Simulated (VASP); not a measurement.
Write the native input for VASP 6.6.1 that does the following.

* Task: single point
* Functional: HSE06
* Potentials or basis: VASP PAW PBE potentials, release 64 (Zn, Se)
* Cutoff: 520 eV
* k mesh: 4 × 4 × 4
* Occupations: gaussian, width 0.01 eV
* Spin: no spin polarisation
* Dipole correction: no
* Grid for exact exchange (PRECFOCK): Normal
* Further INCAR settings: ALGO = Normal; EDIFF = 1e-07; NBANDS = 16
* Screening parameter: 0.2079 1/Å

ZnSe:

```
Zn Se
1.0
     0.00000    2.83242    2.83242
     2.83242    0.00000    2.83242
     2.83242    2.83242    0.00000
Zn Se
1 1
Cartesian
  0.0000 0.0000 0.0000
  1.4162 1.4162 1.4162
```

The input as run:

POSCAR

```
ZnSe
1.0
    0.0000000000      2.8324206805      2.8324206805
    2.8324206805      0.0000000000      2.8324206805
    2.8324206805      2.8324206805      0.0000000000
Zn Se
1 1
Direct
    0.0000000000      0.0000000000      0.0000000000
    0.2500000000      0.2500000000      0.2500000000
```

INCAR.step1

```
SYSTEM = ZnSe
PREC     = Accurate       ! precision mode
ENCUT    = 520            ! plane-wave cutoff, eV
EDIFF    = 1E-5           ! SCF threshold, eV
ISMEAR   = 0              ! smearing method
SIGMA    = 0.01           ! smearing width, eV
LREAL    = .FALSE.        ! projectors in reciprocal space
LASPH    = .TRUE.         ! aspherical terms in the spheres
NELM     = 80             ! most SCF steps
ALGO     = Normal         ! electronic algorithm
ISIF     = 2              ! what is computed and relaxed
LWAVE    = .TRUE.         ! write WAVECAR
LCHARG   = .FALSE.        ! write CHGCAR
GGA      = PE             ! functional
NBANDS   = 16             ! bands
```

INCAR.step2

```
SYSTEM = ZnSe
PREC     = Accurate       ! precision mode
ENCUT    = 520            ! plane-wave cutoff, eV
EDIFF    = 1E-7           ! SCF threshold, eV
ISMEAR   = 0              ! smearing method
SIGMA    = 0.01           ! smearing width, eV
LREAL    = .FALSE.        ! projectors in reciprocal space
LASPH    = .TRUE.         ! aspherical terms in the spheres
NELM     = 80             ! most SCF steps
ALGO     = Normal         ! electronic algorithm
ISIF     = 2              ! what is computed and relaxed
LWAVE    = .FALSE.        ! write WAVECAR
LCHARG   = .FALSE.        ! write CHGCAR
GGA      = PE             ! functional
LHFCALC  = .TRUE.         ! exact exchange
HFSCREEN = 0.2079         ! screening, 1/A
PRECFOCK = Normal       
ISTART   = 1            
NBANDS   = 16             ! bands
```

KPOINTS

```
Automatic mesh
0
G
  4 4 4
  0 0 0
```

Potentials or basis: VASP PAW PBE potentials, release 64 (Zn, Se).

Launch:

```bash
$ cat potpaw_PBE.64/Zn/POTCAR potpaw_PBE.64/Se/POTCAR > POTCAR
$ cp INCAR.step1 INCAR
$ mpirun -np 1 vasp_std > vasp.out
$ cp INCAR.step2 INCAR
$ mpirun -np 1 vasp_std > vasp.out
```

It gave:

```
Pressure               : 1.6 GPa
Band gap on the k mesh : 2.43 eV, direct
```

Caveat: the k points lie up to 0.48 Å⁻¹ apart; the PAW data sets were made with another functional, which shifts forces and pressure a little.

It took 8.6 min on 1 thread of AMD EPYC 7R13 Processor (Zen 3), on a shared host, peak memory 0.24 GiB.
